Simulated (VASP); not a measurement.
Runs of VASP 6.6.1 on Be. The structure is that of space group Fm-3m (No. 225), or close to it. The cells are those of the table. This isn't the form of Be at room conditions, which is hcp.

| task | level | cell | k mesh | cutoff (eV) | gap on the mesh (eV) | pressure (GPa) | relaxed volume (Å³/atom) |
| --- | --- | --- | --- | --- | --- | --- | --- |
| relaxation of cell and atoms | PBE | relaxed from a = 2.230 Å, angles 60.0°, 1 atom | 23 × 23 × 23 | 600 | none | 0.1 | (a) |
| relaxation of cell and atoms | PBEsol | relaxed from a = 2.230 Å, angles 60.0°, 1 atom | 23 × 23 × 23 | 600 | none | -0.1 | 7.82 |
| single point | PBE | a = 2.233 Å, angles 60.0°, 1 atom | 23 × 23 × 23 | 520 | none | 0.1 | - |
| single point | PBEsol | a = 2.225 Å, angles 60.0°, 1 atom | 23 × 23 × 23, shifted | 520 | none | 0.4 | - |

Alike in all rows: potentials or basis VASP PAW PBE potentials, release 64 (Be); no spin polarisation; smearing fermi-dirac 0.05 eV.

Question: Estimate the missing entries.

Answer: (a) 7.87.

Caveats: the PAW data sets were made with another functional, which shifts forces and pressure a little (at least some runs).

A gap of «none» marks levels without a gap at the run's occupations.
